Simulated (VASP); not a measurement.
**VN2: single point with PBE**

Crystal: VN2.

```
CELL_PARAMETERS angstrom
-2.15130 2.15130 2.49459
2.15130 -2.15130 2.49459
2.15130 2.15130 -2.49459
ATOMIC_POSITIONS crystal
V 0.25000 0.25000 0.00000
V 0.75000 0.75000 0.00000
N 0.11357 0.61357 0.72715
N 0.61357 0.88643 0.50000
N 0.88643 0.38643 0.27285
N 0.38643 0.11357 0.50000
```

```
Program                : VASP 6.6.1
Task                   : single point
Functional             : PBE
Potentials or basis    : VASP PAW PBE potentials, release 64 (V_sv, N)
Cutoff                 : 520 eV
k mesh                 : 12 × 12 × 12
Occupations            : fermi-dirac, width 0.15 eV
Spin                   : no spin polarisation
Dipole correction      : no
Further INCAR settings : ALGO = Normal; EDIFF = 1e-06; NBANDS = 32
```

```yaml
Pressure: 0.6 GPa
Largest_force: 0.047 eV/Å
Band_gap_on_the_k_mesh: zero (bands 23 and 24 overlap by 0.35 eV)
```

Forces in eV/Å, atoms in the order of the input:
```
V    0.000  0.000  0.000
V    0.000  0.000  0.000
N    0.034  0.034  0.000
N   -0.034  0.034  0.000
N   -0.034 -0.034  0.000
N    0.034 -0.034  0.000
```

Stress tensor (GPa, compression positive):
```
0.71 0.00 0.00
0.00 0.71 0.00
0.00 0.00 0.49
```

Levels at points of the mesh, in eV from the Fermi level:
| k point | band 19 | band 20 | band 21 | band 22 | band 23 | band 24 | band 25 | band 26 | band 27 | band 28 |
| --- | --- | --- | --- | --- | --- | --- | --- | --- | --- | --- |
| (0.00, 0.00, 0.00) | -3.18 | -2.84 | -2.52 | -2.46 | -2.46 | 0.86 | 1.01 | 1.01 | 1.35 | 1.98 |
| (0.50, 0.00, 0.00) | -3.26 | -3.26 | -3.03 | -3.03 | 0.23 | 0.23 | 0.82 | 0.82 | 1.10 | 1.10 |
| (0.50, 0.50, 0.00) | -4.75 | -4.61 | -2.66 | -2.52 | -1.22 | 0.11 | 0.88 | 1.19 | 1.90 | 2.23 |
| (0.50, 0.50, 0.50) | -4.61 | -2.00 | -2.00 | -0.13 | -0.12 | -0.07 | 0.02 | 0.12 | 1.94 | 1.94 |

It took 2.8 min on 1 thread of Intel(R) Xeon(R) 6975P-C (Granite Rapids) (shared host), peak memory 0.3 GiB.

Caveat: the run has no spin polarisation, though such a crystal can be magnetic. With open d or f shells a metallic result of PBE can be an artefact of self-interaction; +U or a hybrid may open a gap.
